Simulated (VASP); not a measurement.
# PbO (F-43m) in VASP: a series of runs

The runs below take PbO through single point, with PBE, LDA, r2SCAN.

Program: VASP 6.6.1. These are calculated values, not measurements. Logs are shortened: lines on timing, memory, paths and dates and some standing lists are left out, and cuts for length are marked.

## (1) The cell of the first run

Symmetry: F-43m, No. 216, cubic system. Conventional cell: a = 5.598 Å, b = 5.598 Å, c = 5.598 Å, α = 90.00°, β = 90.00°, γ = 90.00°. Pb (site symmetry -43m) has 4 O at 2.42 Å within 3.2 Å. O (site symmetry -43m) has 4 Pb at 2.42 Å within 3.2 Å.

## (2) Single point, PBE

Contents of INCAR:

```
PREC = Accurate ; ENCUT = 520
EDIFF = 1E-7 ; ISMEAR = 0
SIGMA = 0.01 ; LREAL = F
LASPH = T ; NELM = 100
ALGO = Normal ; ISIF = 2
LWAVE = F ; LCHARG = F
GGA = PE ; NBANDS = 17
```

Contents of KPOINTS:

```
Automatic mesh
0
Gamma
  4 4 4
```

Contents of POSCAR:

```
PbO
1.0
    0.0000000000      2.7987768025      2.7987768025
    2.7987768025      0.0000000000      2.7987768025
    2.7987768025      2.7987768025      0.0000000000
Pb O
1 1
Direct
    0.0000000000      0.0000000000      0.0000000000
    0.2500000000      0.2500000000      0.2500000000
```

Potentials or basis: VASP PAW PBE potentials, release 64 (Pb_d, O).

Run with:

```console
> cat potpaw_PBE.64/Pb_d/POTCAR potpaw_PBE.64/O/POTCAR > POTCAR
> mpirun -np 1 vasp_std > vasp.out
```

OUTCAR:

```text
PREC = Accurate
   ENCUT = 520
   EDIFF = 1E-7
   ISMEAR = 0
   LREAL = F
   LASPH = T
   NELM = 100
   ISIF = 2
   GGA = PE

 ion  position               nearest neighbor table
   1  0.000  0.000  0.000-   2 2.42   2 2.42   2 2.42   2 2.42
   2  0.250  0.250  0.250-   1 2.42   1 2.42   1 2.42   1 2.42

  LATTYP: Found a face centered cubic cell.
 ALAT       =     5.5975536050

  Lattice vectors:

 A1 = (   0.0000000000,   2.7987768025,   2.7987768025)
 A2 = (   2.7987768025,   0.0000000000,   2.7987768025)
 A3 = (   2.7987768025,   2.7987768025,   0.0000000000)

Analysis of symmetry for initial positions (statically):
=====================================================================
 Subroutine PRICEL returns:
 Original cell was already a primitive cell.

 Routine SETGRP: Setting up the symmetry group for a
 face centered cubic supercell.

 Subroutine GETGRP returns: Found 24 space group operations
 (whereof 24 operations were pure point group operations)
 out of a pool of 48 trial point group operations.

The static configuration has the point symmetry T_d .

Analysis of symmetry for dynamics (positions and initial velocities):
=====================================================================
 Subroutine PRICEL returns:
 Original cell was already a primitive cell.

 Routine SETGRP: Setting up the symmetry group for a
 face centered cubic supercell.

 Subroutine GETGRP returns: Found 24 space group operations
 (whereof 24 operations were pure point group operations)
 out of a pool of 48 trial point group operations.

The dynamic configuration has the point symmetry T_d .

 Subroutine INISYM returns: Found 24 space group operations
 (whereof 24 operations are pure point group operations),
 and found     1 'primitive' translations

----------------------------------------------------------------------------------------

                                     Primitive cell

  volume of cell :      43.8465

  direct lattice vectors                    reciprocal lattice vectors
     0.000000000  2.798776802  2.798776802    -0.178649473  0.178649473  0.178649473
     2.798776802  0.000000000  2.798776802     0.178649473 -0.178649473  0.178649473
     2.798776802  2.798776802  0.000000000     0.178649473  0.178649473 -0.178649473

  length of vectors
     3.958068112  3.958068112  3.958068112     0.309429963  0.309429963  0.309429963

  position of ions in fractional coordinates (direct lattice)
     0.000000000  0.000000000  0.000000000
     0.250000000  0.250000000  0.250000000

  ion indices of the primitive-cell ions
   primitive index   ion index
                 1           1
                 2           2

----------------------------------------------------------------------------------------

 KPOINTS: Automatic mesh

Automatic generation of k-mesh.
 Grid dimensions read from file:
 generate k-points for:    4    4    4

 Generating k-lattice:

  Cartesian coordinates                     Fractional coordinates (reciprocal lattice)
    -0.044662368  0.044662368  0.044662368     0.250000000  0.000000000  0.000000000
     0.044662368 -0.044662368  0.044662368     0.000000000  0.250000000  0.000000000
     0.044662368  0.044662368 -0.044662368     0.000000000  0.000000000  0.250000000

  Length of vectors
     0.077357491  0.077357491  0.077357491

  Shift w.r.t. Gamma in fractional coordinates (k-lattice)
     0.000000000  0.000000000  0.000000000

 Subroutine IBZKPT returns following result:
 ===========================================

 Found      8 irreducible k-points:

 Following reciprocal coordinates:
            Coordinates               Weight
  0.000000  0.000000  0.000000      1.000000
  0.250000  0.000000  0.000000      8.000000
  0.500000  0.000000  0.000000      4.000000
  0.250000  0.250000  0.000000      6.000000
  0.500000  0.250000  0.000000     24.000000
 -0.250000  0.250000  0.000000     12.000000
  0.500000  0.500000  0.000000      3.000000
 -0.250000  0.500000  0.250000      6.000000
   k-points           NKPTS =      8   k-points in BZ     NKDIM =      8   number of bands    NBANDS=     17
   number of dos      NEDOS =    301   number of ions     NIONS =      2
   total plane-waves  NPLWV =  27000
   dimension x,y,z NGX =    30 NGY =   30 NGZ =   30
   dimension x,y,z NGXF=    60 NGYF=   60 NGZF=   60
   ions per type =               1   1
   NGX,Y,Z   is equivalent  to a cutoff of  12.60, 12.60, 12.60 a.u.
   NGXF,Y,Z  is equivalent  to a cutoff of  25.20, 25.20, 25.20 a.u.
 SYSTEM =  unknown system
   PREC   = accura    normal or accurate (medium, high low for compatibility)
   ISTART =      0    job   : 0-new  1-cont  2-samecut
   ICHARG =      2    charge: 1-file 2-atom 10-const
   ISPIN  =      1    spin polarized calculation?
   LNONCOLLINEAR =      F non collinear calculations
   LSORBIT =      F    spin-orbit coupling
   LASPH  =      T    aspherical Exc in radial PAW
   ENCUT  =  520.0 eV  38.22 Ry    6.18 a.u.   7.36  7.36  7.36*2*pi/ulx,y,z
   NELM   =    100;   NELMIN=  2; NELMDL= -5     # of ELM steps
   EDIFF  = 0.1E-06   stopping-criterion for ELM
   LREAL  =      F    real-space projection
   EDIFFG = 0.1E-05   stopping-criterion for IOM
   NSW    =      0    number of steps for IOM
   IBRION =     -1    ionic relax: 0-MD 1-quasi-New 2-CG
   NFREE  =      0    steps in history (QN), initial steepest desc. (CG)
   ISIF   =      2    stress and relaxation
   ISYM   =      2    0-nonsym 1-usesym 2-fastsym
   POTIM  = 0.5000    time-step for ionic-motion
   TEBEG  =    0.0;   TEEND  =   0.0 temperature during run
   PSTRESS=    0.0 pullay stress
   NELECT =      20.0000    total number of electrons
   NUPDOWN=      -1.0000    fix difference up-down
   EMIN   =  10.00;   EMAX   =-10.00  energy-range for DOS
   EFERMI =   0.00;   METHOD = LEGACY
   ISMEAR =     0;   SIGMA  =   0.01  broadening in eV -4-tet -1-fermi 0-gaus
   EFERMI_NEDOS =   21; number of points for ismear=-14 and -15
   IALGO  =     38    algorithm
   IMIX   =      4    mixing-type and parameters
     AMIX     =   0.40;   BMIX     =  1.00
     AMIX_MAG =   1.60;   BMIX_MAG =  1.00
  volume/ion in A,a.u.               =      21.92       147.95
  Fermi-wavevector in a.u.,A,eV,Ry     =   1.260201  2.381435 21.607509  1.588107
  Thomas-Fermi vector in A             =   2.393723
   LORBIT       =      0    0 simple, 1 ext, 2 COOP (PROOUT), +10 PAW based schemes
   GGA     = PE    functional components
   LHFCALC =     F    Hartree Fock is set to
   AEXX    =    0.0000 exact exchange contribution
   IVDW    =     0    specifies the selected vdW correction
   LEPSILON=     F    determine dielectric tensor
   LRPA    =     F    only Hartree local field effects (RPA)
 non-spin polarized calculation
 Gauss-broadening in eV      SIGMA  =   0.01
  energy-cutoff  :      520.00
  volume of cell :       43.85
 maximum number of plane-waves:      1243
 NGX is ok and might be reduce to    30
   NGX = 15   NGY = 15   NGZ = 15

 number of electron      20.0000003 magnetization

 Free energy of the ion-electron system (eV)
  ---------------------------------------------------
  ext. energy  EPLUGINS =         0.00000000
  ---------------------------------------------------
  free energy    TOTEN  =       -10.34290238 eV

  energy without entropy =      -10.34290238  energy(sigma->0) =      -10.34290238

 E-fermi :   4.8295     XC(G=0):  -9.3311

 val. band max:        4.7020577375   @ k =  -0.2500   0.5000   0.2500
 cond. band min:       5.1311683496   @ k =   0.5000   0.5000   0.0000
 fundamental gap:      0.4291106121
 Fermi energy:         4.8294590488

 k-point     1 :       0.0000    0.0000    0.0000
  band No.  band energies     occupation
      1     -12.9787      2.00000
      2     -11.7008      2.00000
      3     -11.7008      2.00000
      4     -11.7008      2.00000
      5     -11.6028      2.00000
      6     -11.6028      2.00000
[... 9 lines left out ...]
     16      16.8273      0.00000
     17      16.8273      0.00000

 k-point     2 :       0.2500    0.0000    0.0000
  band No.  band energies     occupation
      1     -13.0506      2.00000
      2     -11.6764      2.00000
      3     -11.6764      2.00000
      4     -11.5940      2.00000
      5     -11.5940      2.00000
      6     -11.3604      2.00000
[... 9 lines left out ...]
     16      16.1776      0.00000
     17      17.3054      0.00000

 k-point     3 :       0.5000    0.0000    0.0000
  band No.  band energies     occupation
      1     -13.1211      2.00000
      2     -11.6738      2.00000
      3     -11.6738      2.00000
      4     -11.5627      2.00000
      5     -11.5627      2.00000
      6     -10.9705      2.00000
[... 9 lines left out ...]
     16      16.5681      0.00000
     17      17.4472      0.00000

 k-point     4 :       0.2500    0.2500    0.0000
  band No.  band energies     occupation
      1     -13.0706      2.00000
      2     -11.6352      2.00000
      3     -11.6344      2.00000
      4     -11.6344      2.00000
      5     -11.5808      2.00000
      6     -11.2906      2.00000
[... 9 lines left out ...]
     16      19.3223      0.00000
     17      19.3273      0.00000

 k-point     5 :       0.5000    0.2500    0.0000
  band No.  band energies     occupation
      1     -13.1318      2.00000
      2     -11.6575      2.00000
      3     -11.6192      2.00000
      4     -11.6065      2.00000
      5     -11.5616      2.00000
      6     -10.8841      2.00000
[... 9 lines left out ...]
     16      18.1822      0.00000
     17      18.6280      0.00000

 k-point     6 :      -0.2500    0.2500    0.0000
  band No.  band energies     occupation
      1     -13.1110      2.00000
      2     -11.6666      2.00000
      3     -11.6344      2.00000
      4     -11.6026      2.00000
      5     -11.5853      2.00000
      6     -10.9844      2.00000
[... 9 lines left out ...]
     16      16.9383      0.00000
     17      18.9191      0.00000

 k-point     7 :       0.5000    0.5000    0.0000
  band No.  band energies     occupation
      1     -13.1553      2.00000
      2     -11.6699      2.00000
      3     -11.5650      2.00000
      4     -11.5650      2.00000
      5     -11.5589      2.00000
      6     -10.8350      2.00000
[... 9 lines left out ...]
     16      20.2960      0.00000
     17      20.9984      0.00000

 k-point     8 :      -0.2500    0.5000    0.2500
  band No.  band energies     occupation
      1     -13.1468      2.00000
      2     -11.6435      2.00000
      3     -11.6398      2.00000
      4     -11.5849      2.00000
      5     -11.5627      2.00000
      6     -10.7543      2.00000
[... 9 lines left out ...]
     16      18.0757      0.00000
     17      18.8971      0.00000

------------------------ aborting loop because EDIFF is reached ----------------------------------------

  FORCE on cell =-STRESS in cart. coord.  units (eV):
  Direction    XX          YY          ZZ          XY          YZ          ZX
  --------------------------------------------------------------------------------------
  -------------------------------------------------------------------------------------
  Total        0.6600222      0.6600222      0.6600222     -0.0000000      0.0000000      0.0000000
  in kB       24.1176137     24.1176137     24.1176137     -0.0000000      0.0000000      0.0000000
  external PRESSURE =      24.1176137 kB  Pullay stress =       0.0000000 kB

 VOLUME and BASIS-vectors are now :
 -----------------------------------------------------------------------------
  energy-cutoff  :      520.00
  volume of cell :       43.85
      direct lattice vectors                 reciprocal lattice vectors
     0.000000000  2.798776802  2.798776802    -0.178649473  0.178649473  0.178649473
     2.798776802  0.000000000  2.798776802     0.178649473 -0.178649473  0.178649473
     2.798776802  2.798776802  0.000000000     0.178649473  0.178649473 -0.178649473

 POSITION                                       TOTAL-FORCE (eV/Angst)
 -----------------------------------------------------------------------------------
      0.00000      0.00000      0.00000        -0.000000     -0.000000     -0.000000
      1.39939      1.39939      1.39939         0.000000      0.000000      0.000000
 -----------------------------------------------------------------------------------
    total drift:                                0.000000      0.000000      0.000000

  FREE ENERGIE OF THE ION-ELECTRON SYSTEM (eV)
  ---------------------------------------------------
  free  energy   TOTEN  =       -10.3429023841 eV

  energy  without entropy=      -10.3429023841  energy(sigma->0) =      -10.34290238
```

Wall time 5.5 s (1 thread of AMD EPYC 9R45 (Zen 5), shared host); peak memory 0.13 GiB.

What came out:

| Quantity | Value |
| --- | --- |
| Free energy | -10.3429 eV |
| Pressure | 2.4 GPa |
| Band gap on the k mesh | 0.43 eV (least direct gap 0.61 eV) |

Caveat: the k points lie up to 0.49 Å⁻¹ apart; spin-orbit coupling is left out, which moves the levels of the heavy elements.

## (3) Single point, LDA

Contents of INCAR:

```
  PREC = Accurate
  ENCUT = 520
  EDIFF = 1E-7
  ISMEAR = 0
  SIGMA = 0.01
  LREAL = F
  LASPH = T
  NELM = 80
  ALGO = Normal
  ISIF = 2
  LWAVE = F
  LCHARG = F
  NBANDS = 17
```

Contents of KPOINTS:

```
regular mesh
0
Gamma
  4 4 4
```

POSCAR is that of step 2.

Potentials or basis: VASP PAW LDA potentials, release 64 (Pb_d, O).

Run with:

```console
> cat potpaw_LDA.64/Pb_d/POTCAR potpaw_LDA.64/O/POTCAR > POTCAR
> mpirun -np 1 vasp_std > vasp.out
```

OUTCAR:

```text
PREC = Accurate
   ENCUT = 520
   EDIFF = 1E-7
   ISMEAR = 0
   LREAL = F
   LASPH = T
   NELM = 80
   ISIF = 2

 ion  position               nearest neighbor table
   1  0.000  0.000  0.000-   2 2.42   2 2.42   2 2.42   2 2.42
   2  0.250  0.250  0.250-   1 2.42   1 2.42   1 2.42   1 2.42

  LATTYP: Found a face centered cubic cell.
 ALAT       =     5.5975536050

  Lattice vectors:

 A1 = (   0.0000000000,   2.7987768025,   2.7987768025)
 A2 = (   2.7987768025,   0.0000000000,   2.7987768025)
 A3 = (   2.7987768025,   2.7987768025,   0.0000000000)

Analysis of symmetry for initial positions (statically):
=====================================================================
 Subroutine PRICEL returns:
 Original cell was already a primitive cell.

 Routine SETGRP: Setting up the symmetry group for a
 face centered cubic supercell.

 Subroutine GETGRP returns: Found 24 space group operations
 (whereof 24 operations were pure point group operations)
 out of a pool of 48 trial point group operations.
[... 142 lines left out ...]
  ---------------------------------------------------
  free energy    TOTEN  =       -11.64145289 eV

  energy without entropy =      -11.64145289  energy(sigma->0) =      -11.64145289

 E-fermi :   4.4108     XC(G=0):  -9.8212

 val. band max:        4.3548148342   @ k =  -0.2500   0.5000   0.2500
 cond. band min:       4.6816560238   @ k =   0.5000   0.5000   0.0000
 fundamental gap:      0.3268411896
 Fermi energy:         4.4108190121

 k-point     1 :       0.0000    0.0000    0.0000
  band No.  band energies     occupation
      1     -13.0481      2.00000
      2     -11.9589      2.00000
      3     -11.9589      2.00000
      4     -11.9589      2.00000
      5     -11.8500      2.00000
      6     -11.8500      2.00000
[... 137 lines left out ...]
      4     -11.8318      2.00000
      5     -11.8161      2.00000
      6     -10.9022      2.00000
[... 9 lines left out ...]
     16      17.5946      0.00000
     17      18.4270      0.00000

------------------------ aborting loop because EDIFF is reached ----------------------------------------

  FORCE on cell =-STRESS in cart. coord.  units (eV):
  Direction    XX          YY          ZZ          XY          YZ          ZX
  --------------------------------------------------------------------------------------
  -------------------------------------------------------------------------------------
  Total       -0.8453263     -0.8453263     -0.8453263     -0.0000000      0.0000000     -0.0000000
  in kB      -30.8887387    -30.8887387    -30.8887387     -0.0000000      0.0000000     -0.0000000
  external PRESSURE =     -30.8887387 kB  Pullay stress =       0.0000000 kB

 VOLUME and BASIS-vectors are now :
 -----------------------------------------------------------------------------
  energy-cutoff  :      520.00
  volume of cell :       43.85
      direct lattice vectors                 reciprocal lattice vectors
     0.000000000  2.798776802  2.798776802    -0.178649473  0.178649473  0.178649473
     2.798776802  0.000000000  2.798776802     0.178649473 -0.178649473  0.178649473
     2.798776802  2.798776802  0.000000000     0.178649473  0.178649473 -0.178649473

 POSITION                                       TOTAL-FORCE (eV/Angst)
 -----------------------------------------------------------------------------------
      0.00000      0.00000      0.00000        -0.000000     -0.000000     -0.000000
      1.39939      1.39939      1.39939         0.000000      0.000000      0.000000
 -----------------------------------------------------------------------------------
    total drift:                                0.000000      0.000000      0.000000

  FREE ENERGIE OF THE ION-ELECTRON SYSTEM (eV)
  ---------------------------------------------------
  free  energy   TOTEN  =       -11.6414528907 eV

  energy  without entropy=      -11.6414528907  energy(sigma->0) =      -11.64145289
```

Wall time 4.7 s (1 thread of AMD EPYC 9R45 (Zen 5), shared host); peak memory 0.12 GiB.

Results:

* Free energy: -11.6415 eV
* Pressure: -3.1 GPa
* Band gap on the k mesh: 0.33 eV (least direct gap 0.52 eV)

Levels at points of the mesh, in eV from the valence-band top:
```
           k point  band 6  band 7  band 8  band 9  band 10  band 11  band 12  band 13  band 14  band 15
(0.00, 0.00, 0.00)  -16.20   -6.82   -2.30   -2.30    -2.30     5.17     5.17     5.17     8.01    11.97
(0.50, 0.00, 0.00)  -15.49   -7.92   -2.78   -2.78    -2.26     2.35     5.38     5.38     8.59    11.71
(0.50, 0.50, 0.00)  -15.34   -7.91   -3.57   -3.57    -0.19     0.33     5.79     5.79     6.18    10.90
```

Caveat: the k points lie up to 0.49 Å⁻¹ apart; spin-orbit coupling is left out, which moves the levels of the heavy elements. A k mesh can miss the band edges.

(Part 1 of 2 ends here.)
